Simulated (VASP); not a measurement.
**Bi2W (CdI2 type): electric field gradients with PBE**

Crystal: Bi2W (CdI2 type).

```
W Bi
1.0
     3.42037    0.00000    0.00000
    -1.71019    2.96213    0.00000
     0.00000    0.00000    8.35309
W Bi
1 2
Direct
  0.00000 0.00000 0.00000
  0.33333 0.66667 0.25365
  0.66667 0.33333 0.74635
```

```json
{
 "Program": "VASP 6.6.1",
 "Task": "electric field gradients",
 "Functional": "PBE",
 "Potentials or basis": "VASP PAW PBE potentials, release 64 (W_sv, Bi_d)",
 "Cutoff": "520 eV",
 "k mesh": "9 × 9 × 5",
 "Occupations": "fermi-dirac, width 0.03 eV",
 "Spin": "no spin polarisation",
 "Dipole correction": "no",
 "Further INCAR settings": "ALGO = Normal; EDIFF = 1e-08; NBANDS = 29"
}
```

The pressure is 0.0 GPa. The largest force is 0.012 eV/Å. The band gap on the k mesh is zero (band 22 reaches 7.83 eV, above the bottom of band 23 at 7.58 eV).

Forces on the atoms (eV/Å):
```
W    0.000  0.000  0.000
Bi   0.000  0.000  0.012
Bi   0.000  0.000 -0.012
```

Levels at points of the mesh, in eV from the Fermi level:
| k point | band 20 | band 21 | band 22 | band 23 | band 24 | band 25 |
| --- | --- | --- | --- | --- | --- | --- |
| (0.00, 0.00, 0.00) | -1.04 | -1.04 | 0.22 | 0.22 | 3.36 | 4.85 |

Electric field gradients, principal values (V/Å²):
```
atom    least   middle  greatest (by size)
 1 W   72.187   72.188            -144.375
2 Bi  275.952  275.954            -551.906
3 Bi  275.952  275.954            -551.906
```

It took 71 s on 1 thread of Intel(R) Xeon(R) 6975P-C (Granite Rapids), with other jobs on the host, peak memory 0.27 GiB.

Caveat: without QUAD_EFG the Cq values of the log hold for a quadrupole moment of 1 mb, not for the nuclei; spin-orbit coupling is left out, which moves the levels of the heavy elements.
